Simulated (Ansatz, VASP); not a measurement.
# Two plane-wave programs on NaTiB4

```
CELL_PARAMETERS angstrom
3.05040 0.00000 0.00000
-1.52520 2.64172 0.00000
0.00000 0.00000 7.47230
ATOMIC_POSITIONS crystal
Na 0.00000 0.00000 0.50000
Ti 0.00000 0.00000 0.00000
B 0.33333 0.66667 0.79060
B 0.66667 0.33333 0.79060
B 0.33333 0.66667 0.20940
B 0.66667 0.33333 0.20940
```

Alike in both runs: task single point; functional PBE; k mesh 15 × 15 × 6; occupations gaussian, width 0.1 eV; no spin polarisation.

```csv
,VASP,Ansatz
version,VASP 6.6.1,Ansatz 0.2.0
potentials or method,"VASP PAW PBE potentials, release 64 (Na_pv, Ti_sv, B), cutoff 520 eV","scalar-relativistic, plane waves, PAW"
valence electrons in the cell,31,33
```

|  | VASP | Ansatz | Ansatz less VASP |
| --- | --- | --- | --- |
| gap on the k mesh at the Fermi level (eV) | none | none | - |
| pressure (GPa) | 0.1 | 0.0 | -0.09 |

A gap of «none» marks a metal or a gap that the smearing closes. VASP's potentials hold 31 valence electrons a cell and Ansatz's 33, so a difference there can come from the potentials and not from the codes.
